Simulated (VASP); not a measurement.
# C (R-3m) in VASP: further runs, part 2 of 2

VASP 6.6.1.

## (4) Electric field gradients, PBE (shortest bond scaled by 0.76)

Contents of INCAR:

```
PREC = Accurate
ENCUT = 520
EDIFF = 1E-8
ISMEAR = -1
SIGMA = 0.05
LREAL = False
LASPH = True
NELM = 80
ALGO = Normal
ISIF = 2
LWAVE = False
LCHARG = False
GGA = PE
LEFG = True
NBANDS = 11
```

Contents of KPOINTS:

```
regular mesh
0
Gamma
  13 13 13
```

Contents of POSCAR:

```
C
1.0
    0.0000000000      2.0103628793      2.0103628793
    2.0103628793      0.0000000000      2.0103628793
    2.0103628793      2.0103628793      0.0000000000
C
2
Direct
   -0.2150000000     -0.0950000000     -0.0950000000
    0.2150000000      0.0950000000      0.0950000000
```

Potentials or basis: VASP PAW PBE potentials, release 64 (C).

On the command line:

```sh
$ cat potpaw_PBE.64/C/POTCAR > POTCAR
$ mpirun -np 1 vasp_std > vasp.out
```

OUTCAR:

```text
PREC = Accurate
   ENCUT = 520
   EDIFF = 1E-8
   ISMEAR = -1
   LREAL = False
   LASPH = True
   NELM = 80
   ISIF = 2
   GGA = PE

 ion  position               nearest neighbor table
   1  0.785  0.905  0.905-   2 1.32   2 1.92   2 1.92   2 1.92
   2  0.215  0.095  0.095-   1 1.32   1 1.92   1 1.92   1 1.92

  LATTYP: Found a face centered cubic cell.
 ALAT       =     4.0207257586

  Lattice vectors:

 A1 = (   0.0000000000,   2.0103628793,   2.0103628793)
 A2 = (   2.0103628793,   0.0000000000,   2.0103628793)
 A3 = (   2.0103628793,   2.0103628793,   0.0000000000)

Analysis of symmetry for initial positions (statically):
=====================================================================
 Subroutine PRICEL returns:
 Original cell was already a primitive cell.

 Routine SETGRP: Setting up the symmetry group for a
 face centered cubic supercell.

 Subroutine GETGRP returns: Found 12 space group operations
 (whereof  4 operations were pure point group operations)
 out of a pool of 48 trial point group operations.

The static configuration has the point symmetry C_2h.
 The point group associated with its full space group is D_3d.

Analysis of symmetry for dynamics (positions and initial velocities):
=====================================================================
 Subroutine PRICEL returns:
 Original cell was already a primitive cell.

 Routine SETGRP: Setting up the symmetry group for a
 face centered cubic supercell.

 Subroutine GETGRP returns: Found 12 space group operations
 (whereof  4 operations were pure point group operations)
 out of a pool of 48 trial point group operations.

The dynamic configuration has the point symmetry C_2h.
[... 165 lines left out ...]
      9      19.9179      0.00000
     10      27.1361      0.00000
     11      27.1361      0.00000
[... 309 lines left out ...]
 k-point    24 :       0.3846    0.0769    0.0000
  band No.  band energies     occupation
      1     -10.1824      2.00000
      2      -4.6266      2.00000
      3       2.8908      2.00000
      4       3.2475      2.00000
      5      10.8873      0.00000
      6      12.1336      0.00000
      7      13.4620      0.00000
      8      16.2414      0.00000
      9      21.0564      0.00000
     10      24.2552      0.00000
     11      24.3008      0.00000

 [... further k-points ...]
[... 5 lines left out ...]
  --------------------------------------------------------------------------------------
  -------------------------------------------------------------------------------------
  Total       -3.6448750     -3.6448750     -3.6448750      0.0424169     -0.0424169      0.0424169
  in kB     -359.3683726   -359.3683726   -359.3683726      4.1821215     -4.1821215      4.1821215
  external PRESSURE =    -359.3683726 kB  Pullay stress =       0.0000000 kB

 VOLUME and BASIS-vectors are now :
 -----------------------------------------------------------------------------
  energy-cutoff  :      520.00
  volume of cell :       16.25
      direct lattice vectors                 reciprocal lattice vectors
     0.000000000  2.010362879  2.010362879    -0.248711317  0.248711317  0.248711317
     2.010362879  0.000000000  2.010362879     0.248711317 -0.248711317  0.248711317
     2.010362879  2.010362879  0.000000000     0.248711317  0.248711317 -0.248711317

 POSITION                                       TOTAL-FORCE (eV/Angst)
 -----------------------------------------------------------------------------------
      3.63876      3.39751      3.39751        -5.283352      5.283352      5.283352
      0.38197      0.62321      0.62321         5.283352     -5.283352     -5.283352
 -----------------------------------------------------------------------------------
    total drift:                                0.000000      0.000000      0.000000

  FREE ENERGIE OF THE ION-ELECTRON SYSTEM (eV)
  ---------------------------------------------------
  free  energy   TOTEN  =       -14.7365360714 eV

  energy  without entropy=      -14.7336785841  energy(sigma->0) =      -14.73510733

 Electric field gradients (V/A^2)
---------------------------------------------------------------------
 ion       V_xx      V_yy      V_zz      V_xy      V_xz      V_yz
---------------------------------------------------------------------
   1       0.000    -0.000    -0.000    11.499    11.499   -11.499
   2       0.000    -0.000    -0.000    11.499    11.499   -11.499
---------------------------------------------------------------------

 Electric field gradients after diagonalization (V/A^2)
 (convention: |V_zz| > |V_xx| > |V_yy|)
----------------------------------------------------------------------
 ion       V_xx      V_yy      V_zz     asymmetry (V_yy - V_xx)/ V_zz
----------------------------------------------------------------------
   1      11.499    11.499   -22.998       0.000
   2      11.499    11.499   -22.998       0.000
----------------------------------------------------------------------

           NMR quadrupolar parameters

 Cq : quadrupolar parameter    Cq=e*Q*V_zz/h
 eta: asymmetry parameters     (V_yy - V_xx)/ V_zz
 Q  : nuclear electric quadrupole moment in mb (millibarn)
----------------------------------------------------------------------
 ion       Cq(MHz)       eta       Q (mb)
----------------------------------------------------------------------
   1      -0.056       0.000       1.000
   2      -0.056       0.000       1.000
----------------------------------------------------------------------
```

stdout:

```text
POSCAR found type information on POSCAR C
 POSCAR found :  1 types and       2 ions
 scaLAPACK will be used
 LDA part: xc-table for (Slater+PW92), standard interpolation
 POSCAR, INCAR and KPOINTS ok, starting setup
 FFT: planning ... GRIDC
 FFT: planning ... GRID_SOFT
 FFT: planning ... GRID
 WAVECAR not read
 entering main loop
ion   1

ion   2
```

It took 1.8 min on 1 thread of AMD EPYC 7R13, shared host; peak memory 0.12 GiB.

Results:

```yaml
Free_energy: -14.7365 eV
Pressure: -35.9 GPa
Largest_force: 9.151 eV/Å
Band_gap_on_the_k_mesh: zero (band 4 reaches 6.45 eV, above the bottom of band 5 at 5.82 eV)
```

Forces on the atoms (eV/Å):
```
C   -5.283  5.283  5.283
C    5.283 -5.283 -5.283
```

Electric field gradients, principal values (V/Å²):
```csv
atom,least,middle,greatest (by size)
1 C,11.499,11.499,-22.998
2 C,11.499,11.499,-22.998
```

Caveat: the cell differs from its parent crystal (shortest bond scaled by 0.76); without QUAD_EFG the Cq values of the log hold for a quadrupole moment of 1 mb, not for the nuclei; forces of over 1 eV/Å act on the atoms, so gaps and moduli don't describe the material at rest.

## (5) Electric field gradients, PBE (shortest bond scaled by 0.58)

INCAR is that of step 4.

Contents of KPOINTS:

```
Automatic mesh
0
Gamma
  13 13 13
```

Contents of POSCAR:

```
C
1.0
    0.0000000000      2.0103628793      2.0103628793
    2.0103628793      0.0000000000      2.0103628793
    2.0103628793      2.0103628793      0.0000000000
C
2
Direct
   -0.2825000000     -0.0725000000     -0.0725000000
    0.2825000000      0.0725000000      0.0725000000
```

Potentials or basis: VASP PAW PBE potentials, release 64 (C).

On the command line:

```sh
$ cat potpaw_PBE.64/C/POTCAR > POTCAR
$ mpirun -np 1 vasp_std > vasp.out
```

OUTCAR:

```text
PREC = Accurate
   ENCUT = 520
   EDIFF = 1E-8
   ISMEAR = -1
   LREAL = False
   LASPH = True
   NELM = 80
   ISIF = 2
   GGA = PE

 ion  position               nearest neighbor table
   1  0.718  0.928  0.928-   2 1.01
   2  0.282  0.072  0.072-   1 1.01

 -----------------------------------------------------------------------------
|                                                                             |
|           W    W    AA    RRRRR   N    N  II  N    N   GGGG   !!!           |
|           W    W   A  A   R    R  NN   N  II  NN   N  G    G  !!!           |
|           W    W  A    A  R    R  N N  N  II  N N  N  G       !!!           |
|           W WW W  AAAAAA  RRRRR   N  N N  II  N  N N  G  GGG   !            |
|           WW  WW  A    A  R   R   N   NN  II  N   NN  G    G                |
|           W    W  A    A  R    R  N    N  II  N    N   GGGG   !!!           |
|                                                                             |
|     The distance between some ions is very small. Please check the          |
|     nearest-neighbor list in the OUTCAR file.                               |
|     I HOPE YOU KNOW WHAT YOU ARE DOING!                                     |
|                                                                             |
[... 553 lines left out ...]
      3.72922      3.30705      3.30705       -25.739963     25.739963     25.739963
      0.29150      0.71368      0.71368        25.739963    -25.739963    -25.739963
 -----------------------------------------------------------------------------------
    total drift:                               -0.000000     -0.000000      0.000000

  FREE ENERGIE OF THE ION-ELECTRON SYSTEM (eV)
  ---------------------------------------------------
  free  energy   TOTEN  =        -8.2608094516 eV

  energy  without entropy=       -8.2556912007  energy(sigma->0) =       -8.25825033

 Electric field gradients (V/A^2)
---------------------------------------------------------------------
 ion       V_xx      V_yy      V_zz      V_xy      V_xz      V_yz
---------------------------------------------------------------------
   1       0.000    -0.000    -0.000     6.779     6.779    -6.780
   2       0.000    -0.000    -0.000     6.779     6.779    -6.780
---------------------------------------------------------------------

 Electric field gradients after diagonalization (V/A^2)
 (convention: |V_zz| > |V_xx| > |V_yy|)
----------------------------------------------------------------------
 ion       V_xx      V_yy      V_zz     asymmetry (V_yy - V_xx)/ V_zz
----------------------------------------------------------------------
   1       6.779     6.779   -13.558       0.000
   2       6.779     6.779   -13.558       0.000
----------------------------------------------------------------------

           NMR quadrupolar parameters

 Cq : quadrupolar parameter    Cq=e*Q*V_zz/h
 eta: asymmetry parameters     (V_yy - V_xx)/ V_zz
 Q  : nuclear electric quadrupole moment in mb (millibarn)
----------------------------------------------------------------------
 ion       Cq(MHz)       eta       Q (mb)
----------------------------------------------------------------------
   1      -0.033       0.000       1.000
   2      -0.033       0.000       1.000
----------------------------------------------------------------------
```

OSZICAR:

```text
N       E                     dE             d eps       ncg     rms          rms(c)
DAV:   1     0.956444212266E+01    0.95644E+01   -0.45295E+03  5253   0.666E+02
DAV:   2    -0.114256635062E+02   -0.20990E+02   -0.20068E+02  6444   0.126E+02
DAV:   3    -0.119445175954E+02   -0.51885E+00   -0.51745E+00  5964   0.165E+01
DAV:   4    -0.119461567387E+02   -0.16391E-02   -0.16391E-02  5640   0.119E+00
DAV:   5    -0.119461632013E+02   -0.64626E-05   -0.64627E-05  5931   0.687E-02    0.109E+01
DAV:   6    -0.876828314767E+01    0.31779E+01   -0.48501E+00  5124   0.135E+01    0.498E+00
DAV:   7    -0.825840650882E+01    0.50988E+00   -0.23583E+00  5460   0.983E+00    0.179E+00
DAV:   8    -0.827221078091E+01   -0.13804E-01   -0.11557E-01  5265   0.209E+00    0.702E-01
DAV:   9    -0.826067385028E+01    0.11537E-01   -0.45678E-02  5259   0.126E+00    0.130E-01
DAV:  10    -0.826076823413E+01   -0.94384E-04   -0.10382E-03  5928   0.274E-01    0.672E-02
DAV:  11    -0.826081240385E+01   -0.44170E-04   -0.12697E-04  5184   0.863E-02    0.267E-02
DAV:  12    -0.826080948268E+01    0.29212E-05   -0.92139E-06  5727   0.205E-02    0.940E-03
DAV:  13    -0.826080952260E+01   -0.39923E-07   -0.22240E-06  5331   0.919E-03    0.218E-03
DAV:  14    -0.826080951450E+01    0.81058E-08   -0.16901E-07  5853   0.272E-03    0.162E-03
DAV:  15    -0.826080945716E+01    0.57334E-07   -0.10315E-07  5256   0.198E-03    0.144E-04
DAV:  16    -0.826080945156E+01    0.56018E-08   -0.30257E-09  2646   0.454E-04
   1 F= -.82608095E+01 E0= -.82582503E+01  d E =-.511825E-02
```

Run time: 2 min. Hardware: 1 thread of AMD EPYC 7R13, shared host; peak memory 0.12 GiB.

Results:

```
Free energy            : -8.2608 eV
Pressure               : 118.8 GPa
Largest force          : 44.583 eV/Å
Band gap on the k mesh : zero (band 4 reaches 3.36 eV, above the bottom of band 5 at 2.96 eV)
```

Forces in eV/Å, atoms in the order of the input:
```
C   -25.740  25.740  25.740
C    25.740 -25.740 -25.740
```

Levels at points of the mesh, in eV from the Fermi level:
```
           k point  band 1  band 2  band 3  band 4  band 5  band 6  band 7  band 8  band 9
(0.00, 0.00, 0.00)  -16.74   -5.01   -0.13   -0.13    5.21    8.32    8.32   16.32   18.18
```

Electric field gradients, principal values (V/Å²):
```tsv
atom	least	middle	greatest (by size)
1 C	6.779	6.779	-13.558
2 C	6.779	6.779	-13.558
```

Caveat: the cell differs from its parent crystal (shortest bond scaled by 0.58); without QUAD_EFG the Cq values of the log hold for a quadrupole moment of 1 mb, not for the nuclei; forces of over 1 eV/Å act on the atoms, so gaps and moduli don't describe the material at rest.
